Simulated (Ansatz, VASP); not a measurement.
**Two plane-wave programs on Mg3Te2O**

Contents of INCAR:

```
  PREC = Accurate
  ENCUT = 520
  EDIFF = 1E-6
  ISMEAR = 0
  SIGMA = 0.1
  LREAL = F
  LASPH = T
  NELM = 100
  ALGO = Normal
  ISIF = 2
  LWAVE = F
  LCHARG = T
  GGA = PE
  LELF = T
  LVHAR = T
  NBANDS = 21
```

The input KPOINTS:

```
Automatic mesh
0
Gamma
  3 3 4
```

The input POSCAR:

```
Mg3Te2O
1.0
    5.8163783800      0.0000000000      0.0000000000
   -2.9081891900      5.0371314300      0.0000000000
    0.0000000000      0.0000000000      4.5125907600
Mg Te O
3 2 1
Direct
    0.5000000000      0.0000000000      0.5000000000
    0.5000000000      0.5000000000      0.5000000000
    0.0000000000      0.5000000000      0.5000000000
    0.3333333300      0.6666666700      0.0000000000
    0.6666666700      0.3333333300      0.0000000000
    0.0000000000      0.0000000000      0.0000000000
```

Input for Ansatz:

```yaml
crystal:
  lattice:
    - [5.81637838, 0.0, 0.0]
    - [-2.90818919, 5.03713143, 0.0]
    - [0.0, 0.0, 4.51259076]
  atoms:
    - { symbol: Mg, position: [0.5, 0.0, 0.5] }
    - { symbol: Mg, position: [0.5, 0.5, 0.5] }
    - { symbol: Mg, position: [0.0, 0.5, 0.5] }
    - { symbol: Te, position: [0.33333333, 0.66666667, 0.0] }
    - { symbol: Te, position: [0.66666667, 0.33333333, 0.0] }
    - { symbol: O, position: [0.0, 0.0, 0.0] }
basis:
  ecutwfc: 420
kpoints:
  mp_grid: { grid: [3, 3, 4] }
hamiltonian:
  xc: pbe
scf:
  occupations: { method: gaussian, width: 0.1 }
  lower_state_search: "off"
output:
  forces: true
  stress: true
  eigenvalues: true
```

Change from the starting cell: species swapped into the SmAl3Pd2 type (P6/mmm, No. 191).

Alike in both runs: task single point; functional PBE; k mesh 3 × 3 × 4; occupations gaussian, width 0.1 eV; no spin polarisation.

|  | VASP | Ansatz |
| --- | --- | --- |
| version | VASP 6.6.1 | Ansatz 0.2.0 |
| potentials or method | VASP PAW PBE potentials, release 64 (Mg, Te, O), cutoff 520 eV | scalar-relativistic, plane waves, PAW |
| valence electrons in the cell | 24 | 68 |

```csv
,VASP,Ansatz,Ansatz less VASP
gap on the k mesh at the Fermi level (eV),none,none,-
pressure (GPa),8.4,8.5,+0.03
"traceless stress, the component that is largest in VASP (GPa)",-5.13,-5.23,-0.097
```

A gap of «none» marks a metal or a gap that the smearing closes. With one functional, cell and mesh, what is left measures potentials, basis and numerics. VASP's potentials hold 24 valence electrons a cell and Ansatz's 68, so a difference there can come from the potentials and not from the codes.

The k mesh is coarse, so the values compare programs but aren't converged. Spin-orbit coupling is off throughout.
